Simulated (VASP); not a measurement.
TiPbO3:

```
Ti Pb O
1.0
     3.96390    0.00000    0.00000
     0.00000    3.96390    0.00000
     0.00000    0.00000    3.96390
Ti Pb O
1 1 3
Direct
  0.50000 0.50000 0.50000
  0.00000 0.00000 0.00000
  0.00000 0.50000 0.50000
  0.50000 0.00000 0.50000
  0.50000 0.50000 0.00000
```

Base run:

```yaml
Program: VASP 6.6.1
Functional: PBE
Potentials_or_basis: VASP PAW PBE potentials, release 64 (Ti_sv, Pb_d, O)
Cutoff: 600 eV
k_mesh: 5 × 5 × 5
Occupations: gaussian, width 0.01 eV
Spin: no spin polarisation
```

Its results: band gap on the k mesh 1.97 eV, indirect (least direct gap 1.98 eV); pressure 0.5 GPa.

Problem. The run is repeated on the same cell with these changes: k mesh from 5 × 5 × 5 to 2 × 2 × 2. What comes out?

Solution. Band gap on the k mesh 1.27 eV, indirect (least direct gap 1.28 eV); pressure 3.3 GPa.

Caveats: some runs use coarse meshes; spin-orbit coupling is left out, which moves the levels of the heavy elements.

A k mesh can miss the band edges.
